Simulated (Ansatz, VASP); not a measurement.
## One calculation of NaH, two programs

POSCAR

```
NaH
1.0
    0.0000000000      2.3975116422      2.3975116422
    2.3975116422      0.0000000000      2.3975116422
    2.3975116422      2.3975116422      0.0000000000
Na H
1 1
Direct
    0.0000000000      0.0000000000      0.0000000000
    0.5000000000      0.5000000000      0.5000000000
```

INCAR.step1

```
SYSTEM = NaH
ALGO = Normal
EDIFF = 1E-5
ENCUT = 400
GGA = PE
GGA_COMPAT = .False.
ISIF = 2
ISMEAR = 0
LASPH = .True.
LCHARG = .False.
LREAL = .False.
LWAVE = .True.
NBANDS = 11
NELM = 120
PREC = Accurate
SIGMA = 0.01
```

Contents of INCAR.step2:

```
SYSTEM = NaH
ALGO = Normal
EDIFF = 1E-6
ENCUT = 400
GGA = PE
GGA_COMPAT = .False.
HFSCREEN = 0.2079
ISIF = 2
ISMEAR = 0
ISTART = 1
LASPH = .True.
LCHARG = .False.
LHFCALC = .True.
LREAL = .False.
LWAVE = .False.
NBANDS = 11
NELM = 120
PREC = Accurate
PRECFOCK = Normal
SIGMA = 0.01
```

File KPOINTS:

```
k-points
0
Gamma
  4 4 4
  0 0 0
```

Input for Ansatz:

```yaml
crystal:
  lattice:
    - [0.0, 2.3975116422, 2.3975116422]
    - [2.3975116422, 0.0, 2.3975116422]
    - [2.3975116422, 2.3975116422, 0.0]
  atoms:
    - { symbol: Na, position: [0.0, 0.0, 0.0] }
    - { symbol: H, position: [0.5, 0.5, 0.5] }
kpoints:
  mp_grid: { grid: [4, 4, 4] }
hamiltonian:
  xc: hse06
scf:
  occupations: { method: fixed }
  n_extra_bands: 4
output:
  forces: true
  stress: true
  eigenvalues: true
```

Alike in both runs: task single point; functional HSE06; k mesh 4 × 4 × 4; no spin polarisation.

|  | VASP | Ansatz |
| --- | --- | --- |
| version | VASP 6.6.1 | Ansatz 0.2.0 |
| potentials or method | VASP PAW PBE potentials, release 64 (Na_pv, H) | plane waves, PAW |
| plane-wave cutoff (eV) | 400 | 420 |
| occupations | gaussian, width 0.01 eV | fixed |
| valence electrons in the cell | 8 | 10 |

VASP gave:

| Item | Value |
| --- | --- |
| gap on the k mesh at the Fermi level (eV) | 4.84 |
| pressure (GPa) | -0.3 |

Q: Which values does Ansatz return?

A: gap on the k mesh at the Fermi level (eV): 4.85; pressure (GPa): 0.2.

VASP's potentials hold 8 valence electrons a cell and Ansatz's 10, so a difference there can come from the potentials and not from the codes. Ansatz's warnings: stress exchange threshold loose, stress scf threshold loose.

The k mesh is coarse, so the values compare programs but aren't converged.
